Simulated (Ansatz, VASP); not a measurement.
Nb in VASP and in Ansatz

POSCAR

```
Nb
1.0
    5.2900020448      0.0000000000      0.0000000000
    0.0000000000      5.2900020448      0.0000000000
    0.0000000000      0.0000000000      5.2900020448
Nb
8
Direct
    0.5000000000      0.5000000000      0.5000000000
    0.0000000000      0.0000000000      0.0000000000
    0.2500000000      0.0000000000      0.5000000000
    0.5000000000      0.2500000000      0.0000000000
    0.5000000000      0.7500000000      0.0000000000
    0.7500000000      0.0000000000      0.5000000000
    0.0000000000      0.5000000000      0.7500000000
    0.0000000000      0.5000000000      0.2500000000
```

INCAR.step1

```
SYSTEM = Nb
PREC     = Accurate       ! precision mode
ENCUT    = 520            ! plane-wave cutoff, eV
ISMEAR   = 0              ! smearing method
SIGMA    = 0.1            ! smearing width, eV
LREAL    = .FALSE.        ! projectors in reciprocal space
LASPH    = .TRUE.         ! aspherical terms in the spheres
NELM     = 100            ! most SCF steps
NBANDS   = 62             ! bands
GGA      = PE             ! functional
ALGO     = Normal         ! electronic algorithm
EDIFF    = 1E-4           ! SCF threshold, eV
LWAVE    = .TRUE.         ! write WAVECAR
LCHARG   = .FALSE.        ! write CHGCAR
```

Contents of INCAR.step2:

```
SYSTEM = Nb
PREC     = Accurate       ! precision mode
ENCUT    = 520            ! plane-wave cutoff, eV
EDIFF    = 1E-7           ! SCF threshold, eV
ISMEAR   = 0              ! smearing method
SIGMA    = 0.1            ! smearing width, eV
LREAL    = .FALSE.        ! projectors in reciprocal space
LASPH    = .TRUE.         ! aspherical terms in the spheres
NELM     = 100            ! most SCF steps
ALGO     = Normal         ! electronic algorithm
ISIF     = 2              ! what is computed and relaxed
LWAVE    = .FALSE.        ! write WAVECAR
LCHARG   = .FALSE.        ! write CHGCAR
METAGGA  = R2SCAN         ! meta-GGA
LMIXTAU  = .TRUE.       
NBANDS   = 62             ! bands
ISTART   = 1
```

File KPOINTS:

```
Automatic mesh
0
G
  4 4 4
  0 0 0
```

Input for Ansatz:

```yaml
crystal:
  lattice:
    - [5.2900020448, 0.0, 0.0]
    - [0.0, 5.2900020448, 0.0]
    - [0.0, 0.0, 5.2900020448]
  atoms:
    - { symbol: Nb, position: [0.5, 0.5, 0.5] }
    - { symbol: Nb, position: [0.0, 0.0, 0.0] }
    - { symbol: Nb, position: [0.25, 0.0, 0.5] }
    - { symbol: Nb, position: [0.5, 0.25, 0.0] }
    - { symbol: Nb, position: [0.5, 0.75, 0.0] }
    - { symbol: Nb, position: [0.75, 0.0, 0.5] }
    - { symbol: Nb, position: [0.0, 0.5, 0.75] }
    - { symbol: Nb, position: [0.0, 0.5, 0.25] }
basis:
  ecutwfc: 500
kpoints:
  mp_grid: { grid: [4, 4, 4] }
hamiltonian:
  xc: r2scan
scf:
  occupations: { method: gaussian, width: 0.1 }
  lower_state_search: "off"
output:
  forces: true
  stress: true
  eigenvalues: true
```

Alike in both runs: task single point; functional r2SCAN; k mesh 4 × 4 × 4; occupations gaussian, width 0.1 eV; no spin polarisation.

```csv
,VASP,Ansatz
version,VASP 6.6.1,Ansatz 0.2.0
potentials or method,"VASP PAW PBE potentials, release 64 (Nb_sv), cutoff 520 eV","scalar-relativistic, plane waves, PAW"
valence electrons in the cell,104,104
```

VASP gave:

| Property | Result |
| --- | --- |
| gap on the k mesh at the Fermi level (eV) | none |
| pressure (GPa) | 0.4 |

Q: What did Ansatz give for the same quantities?

A: gap on the k mesh at the Fermi level (eV): none; pressure (GPa): 0.6.

VASP's potentials were made for PBE, not for r2SCAN. A gap of «none» marks a metal or a gap that the smearing closes.
